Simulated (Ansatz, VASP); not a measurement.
One calculation of TaN, two programs

```
Ta N
1.0
     2.93800    0.02938    0.02938
    -1.44356    2.52969    0.01075
     0.02883    0.02883    2.88300
Ta N
1 1
Direct
  0.33333 0.66667 0.50000
  0.00000 0.00000 0.00000
```

Change from the starting cell: equal xy, yz and zx shear strains of +2 %.

Alike in both runs: task single point; functional PBE; k mesh 12 × 12 × 10; occupations fermi-dirac, width 0.02 eV; no spin polarisation.

```csv
,VASP,Ansatz
version,VASP 6.6.1,Ansatz 0.2.0
potentials or method,"VASP PAW PBE potentials, release 64 (Ta_pv, N), cutoff 520 eV","all-electron LAPW, scalar-relativistic"
```

|  | VASP | Ansatz | Ansatz less VASP |
| --- | --- | --- | --- |
| pressure (GPa) | 5.8 | 5.3 | -0.55 |
| traceless stress, the component that is largest in VASP (GPa) | -4.78 | -4.72 | +0.061 |
| rms of the force components (eV/Å) | 0.017 | 0.015 | -0.0012 |

Atom by atom the forces differ by 0.002 eV/Å (rms over components). Ansatz ran all-electron here, and VASP with PAW potentials.

Neither program's run includes spin-orbit coupling.
